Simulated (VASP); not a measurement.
# Hg (R-3m) in VASP: further runs, part 2 of 2

VASP 6.6.1. The steps go on from the part before.

### 3 Single point, LDA (zz strain of -1 %)

The input, INCAR:

```
PREC     = Accurate       # precision mode
ENCUT    = 520            # plane-wave cutoff, eV
EDIFF    = 1E-7           # SCF threshold, eV
ISMEAR   = -1             # smearing method
SIGMA    = 0.03           # smearing width, eV
LREAL    = F              # projectors in reciprocal space
LASPH    = T              # aspherical terms in the spheres
NELM     = 60             # most SCF steps
ALGO     = Normal         # electronic algorithm
ISIF     = 2              # what is computed and relaxed
LWAVE    = F              # write WAVECAR
LCHARG   = F              # write CHGCAR
GGA      = CA             # functional
NBANDS   = 12             # bands
```

The input, KPOINTS:

```
regular mesh
0
Gamma
  12 12 12
```

The input, POSCAR:

```
Hg
1.0
    1.7300004553      0.9988162286      2.2116600000
   -1.7300004553      0.9988162286      2.2116600000
    0.0000000000     -1.9976324571      2.2116600000
Hg
1
Direct
    0.0000000000      0.0000000000      0.0000000000
```

Potentials or basis: VASP PAW LDA potentials, release 64 (Hg).

Started as:

```sh
$ cat potpaw_LDA.64/Hg/POTCAR > POTCAR
$ mpirun -np 1 vasp_std > vasp.out
```

OUTCAR:

```text
PREC = Accurate
   ENCUT = 520
   EDIFF = 1E-7
   ISMEAR = -1
   LREAL = F
   LASPH = T
   NELM = 60
   ISIF = 2
   GGA = CA

 ion  position               nearest neighbor table
   1  0.000  0.000  0.000-

  LATTYP: Found a trigonal (rhomboedric) cell.
 ALAT       =     2.9802643154
 COS(alpha) =     0.3260729862

  Lattice vectors:

 A1 = (   1.7300004553,   0.9988162286,   2.2116600000)
 A2 = (  -1.7300004553,   0.9988162286,   2.2116600000)
 A3 = (   0.0000000000,  -1.9976324571,   2.2116600000)

Analysis of symmetry for initial positions (statically):
=====================================================================
 Subroutine PRICEL returns:
 Original cell was already a primitive cell.

 Routine SETGRP: Setting up the symmetry group for a
 trigonal (rhombohedral) supercell.

 Subroutine GETGRP returns: Found 12 space group operations
 (whereof 12 operations were pure point group operations)
 out of a pool of 12 trial point group operations.

The static configuration has the point symmetry D_3d.

Analysis of symmetry for dynamics (positions and initial velocities):
=====================================================================
 Subroutine PRICEL returns:
 Original cell was already a primitive cell.

 Routine SETGRP: Setting up the symmetry group for a
 trigonal (rhombohedral) supercell.

 Subroutine GETGRP returns: Found 12 space group operations
 (whereof 12 operations were pure point group operations)
 out of a pool of 12 trial point group operations.

The dynamic configuration has the point symmetry D_3d.

 Subroutine INISYM returns: Found 12 space group operations
 (whereof 12 operations are pure point group operations),
 and found     1 'primitive' translations

----------------------------------------------------------------------------------------

                                     Primitive cell

  volume of cell :      22.9299

  direct lattice vectors                    reciprocal lattice vectors
     1.730000455  0.998816229  2.211660000     0.289017265  0.166864196  0.150716355
    -1.730000455  0.998816229  2.211660000    -0.289017265  0.166864196  0.150716355
     0.000000000 -1.997632457  2.211660000     0.000000000 -0.333728391  0.150716355

  length of vectors
     2.980264315  2.980264315  2.980264315     0.366183095  0.366183095  0.366183095

  position of ions in fractional coordinates (direct lattice)
     0.000000000  0.000000000  0.000000000

  ion indices of the primitive-cell ions
   primitive index   ion index
                 1           1

----------------------------------------------------------------------------------------

 KPOINTS: regular mesh

Automatic generation of k-mesh.
 Grid dimensions read from file:
 generate k-points for:   12   12   12

 Generating k-lattice:

  Cartesian coordinates                     Fractional coordinates (reciprocal lattice)
     0.024084772  0.013905350  0.012559696     0.083333333 -0.000000000 -0.000000000
    -0.024084772  0.013905350  0.012559696    -0.000000000  0.083333333 -0.000000000
     0.000000000 -0.027810699  0.012559696     0.000000000  0.000000000  0.083333333

  Length of vectors
     0.030515258  0.030515258  0.030515258

  Shift w.r.t. Gamma in fractional coordinates (k-lattice)
     0.000000000  0.000000000  0.000000000

 Subroutine IBZKPT returns following result:
 ===========================================

 Found    189 irreducible k-points:

 Following reciprocal coordinates:
            Coordinates               Weight
  0.000000  0.000000  0.000000      1.000000
  0.083333  0.000000 -0.000000      6.000000
  0.166667  0.000000 -0.000000      6.000000
  0.250000  0.000000 -0.000000      6.000000
  0.333333  0.000000 -0.000000      6.000000
  0.416667  0.000000 -0.000000      6.000000
[... 16 lines left out ...]
  0.500000  0.166667 -0.000000     12.000000
 -0.416667  0.166667  0.000000     12.000000
 [... further k-points ...]
   k-points           NKPTS =    189   k-points in BZ     NKDIM =    189   number of bands    NBANDS=     12
   number of dos      NEDOS =    301   number of ions     NIONS =      1
   total plane-waves  NPLWV =  13824
   dimension x,y,z NGX =    24 NGY =   24 NGZ =   24
   dimension x,y,z NGXF=    48 NGYF=   48 NGZF=   48
   ions per type =               1
   NGX,Y,Z   is equivalent  to a cutoff of  13.39, 13.39, 13.39 a.u.
   NGXF,Y,Z  is equivalent  to a cutoff of  26.78, 26.78, 26.78 a.u.
 SYSTEM =  unknown system
   PREC   = accura    normal or accurate (medium, high low for compatibility)
   ISTART =      0    job   : 0-new  1-cont  2-samecut
   ICHARG =      2    charge: 1-file 2-atom 10-const
   ISPIN  =      1    spin polarized calculation?
   LNONCOLLINEAR =      F non collinear calculations
   LSORBIT =      F    spin-orbit coupling
   LASPH  =      T    aspherical Exc in radial PAW
   ENCUT  =  520.0 eV  38.22 Ry    6.18 a.u.   5.54  5.54  5.54*2*pi/ulx,y,z
   NELM   =     60;   NELMIN=  2; NELMDL= -5     # of ELM steps
   EDIFF  = 0.1E-06   stopping-criterion for ELM
   LREAL  =      F    real-space projection
   EDIFFG = 0.1E-05   stopping-criterion for IOM
   NSW    =      0    number of steps for IOM
   IBRION =     -1    ionic relax: 0-MD 1-quasi-New 2-CG
   NFREE  =      0    steps in history (QN), initial steepest desc. (CG)
   ISIF   =      2    stress and relaxation
   ISYM   =      2    0-nonsym 1-usesym 2-fastsym
   POTIM  = 0.5000    time-step for ionic-motion
   TEBEG  =    0.0;   TEEND  =   0.0 temperature during run
   PSTRESS=    0.0 pullay stress
   NELECT =      12.0000    total number of electrons
   NUPDOWN=      -1.0000    fix difference up-down
   EMIN   =  10.00;   EMAX   =-10.00  energy-range for DOS
   EFERMI =   0.00;   METHOD = LEGACY
   ISMEAR =    -1;   SIGMA  =   0.03  broadening in eV -4-tet -1-fermi 0-gaus
   EFERMI_NEDOS =   21; number of points for ismear=-14 and -15
   IALGO  =     38    algorithm
   IMIX   =      4    mixing-type and parameters
     AMIX     =   0.40;   BMIX     =  1.00
     AMIX_MAG =   1.60;   BMIX_MAG =  1.00
  volume/ion in A,a.u.               =      22.93       154.74
  Fermi-wavevector in a.u.,A,eV,Ry     =   1.319273  2.493065 23.680696  1.740482
  Thomas-Fermi vector in A             =   2.449183
   LORBIT       =      0    0 simple, 1 ext, 2 COOP (PROOUT), +10 PAW based schemes
   GGA     = CA    functional components
   LHFCALC =     F    Hartree Fock is set to
   AEXX    =    0.0000 exact exchange contribution
   IVDW    =     0    specifies the selected vdW correction
   LEPSILON=     F    determine dielectric tensor
   LRPA    =     F    only Hartree local field effects (RPA)
 non-spin polarized calculation
  energy-cutoff  :      520.00
  volume of cell :       22.93
 maximum number of plane-waves:       638
 NGX is ok and might be reduce to    24
   NGX = 11   NGY = 11   NGZ = 11

 number of electron      12.0000002 magnetization

 Free energy of the ion-electron system (eV)
  ---------------------------------------------------
  ext. energy  EPLUGINS =         0.00000000
  ---------------------------------------------------
  free energy    TOTEN  =        -0.96149667 eV

  energy without entropy =       -0.96001762  energy(sigma->0) =       -0.96075714

 E-fermi :   2.6870     XC(G=0): -11.3162

 val. band max:        2.6718548290   @ k =  -0.3333   0.4167   0.2500
 cond. band min:       2.7375382334   @ k =   0.5000   0.1667   0.0833
 fundamental gap:      0.0656834045
 Fermi energy:         2.6869608039

 k-point     1 :       0.0000    0.0000    0.0000
  band No.  band energies     occupation
      1      -6.6640      2.00000
      2      -5.0471      2.00000
      3      -5.0471      2.00000
      4      -3.6305      2.00000
      5      -3.4637      2.00000
      6      -3.4637      2.00000
      7      14.9790      0.00000
      8      15.4191      0.00000
      9      15.4191      0.00000
     10      20.0539      0.00000
     11      21.3062      0.00000
     12      21.3062      0.00000

 k-point     2 :       0.0833    0.0000   -0.0000
  band No.  band energies     occupation
      1      -6.5061      2.00000
      2      -5.0360      2.00000
      3      -4.9958      2.00000
      4      -3.6284      2.00000
      5      -3.4864      2.00000
      6      -3.4715      2.00000
      7      13.7786      0.00000
      8      15.1721      0.00000
      9      15.5215      0.00000
     10      20.5705      0.00000
     11      21.2065      0.00000
     12      22.2347      0.00000
[... 316 lines left out ...]
 k-point    24 :      -0.4167    0.1667    0.0000
  band No.  band energies     occupation
      1      -5.3577      2.00000
      2      -4.8466      2.00000
      3      -3.8815      2.00000
      4      -3.6442      2.00000
      5      -3.2904      2.00000
      6      -0.0266      2.00000
      7       2.5925      1.91771
      8      11.2111      0.00000
      9      15.6284      0.00000
     10      18.9559      0.00000
     11      21.7195      0.00000
     12      22.7391      0.00000

 [... further k-points ...]
[... 5 lines left out ...]
  --------------------------------------------------------------------------------------
  -------------------------------------------------------------------------------------
  Total       -0.0508843     -0.0508843     -0.0737399      0.0000000     -0.0000000      0.0000000
  in kB       -3.5554335     -3.5554335     -5.1524222      0.0000000     -0.0000000      0.0000000
  external PRESSURE =      -4.0877631 kB  Pullay stress =       0.0000000 kB

 VOLUME and BASIS-vectors are now :
 -----------------------------------------------------------------------------
  energy-cutoff  :      520.00
  volume of cell :       22.93
      direct lattice vectors                 reciprocal lattice vectors
     1.730000455  0.998816229  2.211660000     0.289017265  0.166864196  0.150716355
    -1.730000455  0.998816229  2.211660000    -0.289017265  0.166864196  0.150716355
     0.000000000 -1.997632457  2.211660000     0.000000000 -0.333728391  0.150716355

 POSITION                                       TOTAL-FORCE (eV/Angst)
 -----------------------------------------------------------------------------------
      0.00000      0.00000      0.00000        -0.000000     -0.000000      0.000000
 -----------------------------------------------------------------------------------
    total drift:                                0.000000     -0.000000      0.000000

  FREE ENERGIE OF THE ION-ELECTRON SYSTEM (eV)
  ---------------------------------------------------
  free  energy   TOTEN  =        -0.9614966695 eV

  energy  without entropy=       -0.9600176159  energy(sigma->0) =       -0.96075714
```

It took 28 s on 1 thread of Intel Xeon 8259CL, shared host; peak memory 0.17 GiB.

Results:

```yaml
Free_energy: -0.9615 eV
Pressure: -0.4 GPa
Band_gap_on_the_k_mesh: zero (bands 6 and 7 overlap by 3.44 eV)
```

Stress tensor (GPa, compression positive):
```
-0.36  0.00  0.00
 0.00 -0.36  0.00
 0.00  0.00 -0.52
```

Caveat: the cell differs from its parent crystal (zz strain of -1 %); spin-orbit coupling is left out, which moves the levels of the heavy elements.
